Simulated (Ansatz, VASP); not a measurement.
## KBr in VASP and in Ansatz

INCAR

```
ALGO     = Normal         # electronic algorithm
EDIFF    = 1E-7           # SCF threshold, eV
ENCUT    = 520            # plane-wave cutoff, eV
GGA      = PS             # functional
ISIF     = 2              # what is computed and relaxed
ISMEAR   = 0              # smearing method
LASPH    = True           # aspherical terms in the spheres
LCHARG   = False          # write CHGCAR
LREAL    = False          # projectors in reciprocal space
LWAVE    = False          # write WAVECAR
NBANDS   = 15             # bands
NELM     = 60             # most SCF steps
PREC     = Accurate       # precision mode
SIGMA    = 0.01           # smearing width, eV
```

File KPOINTS:

```
k-points
0
Gamma
  6 6 6
```

Contents of POSCAR:

```
KBr
1.0
    0.0000000000      3.3000000000      3.3000000000
    3.3000000000      0.0000000000      3.3000000000
    3.3000000000      3.3000000000      0.0000000000
K Br
1 1
Direct
    0.0000000000      0.0000000000      0.0000000000
    0.5000000000      0.5000000000      0.5000000000
```

Input for Ansatz:

```yaml
crystal:
  lattice:
    - [0.0, 3.3, 3.3]
    - [3.3, 0.0, 3.3]
    - [3.3, 3.3, 0.0]
  atoms:
    - { symbol: K, position: [0.0, 0.0, 0.0] }
    - { symbol: Br, position: [0.5, 0.5, 0.5] }
basis:
  ecutwfc: 450.0
kpoints:
  mp_grid:
    grid: [6, 6, 6]
hamiltonian:
  xc: pbesol
scf:
  max_iter: 100
  mixing:
    algorithm: broyden
    beta: 0.1
  occupations:
    method: fixed
output:
  eigenvalues: true
```

Alike in both runs: task single point; functional PBEsol; k mesh 6 × 6 × 6; no spin polarisation.

```csv
,VASP,Ansatz
version,VASP 6.6.1,Ansatz 0.2.0
potentials or method,"VASP PAW PBE potentials, release 64 (K_sv, Br), cutoff 520 eV","plane waves, PAW"
occupations,"gaussian, width 0.01 eV",fixed
valence electrons in the cell,16,16
```

|  | VASP | Ansatz | Ansatz less VASP |
| --- | --- | --- | --- |
| gap on the k mesh at the Fermi level (eV) | 4.28 | 4.28 | +0.003 |

VASP's potentials were made for PBE, not for PBEsol.
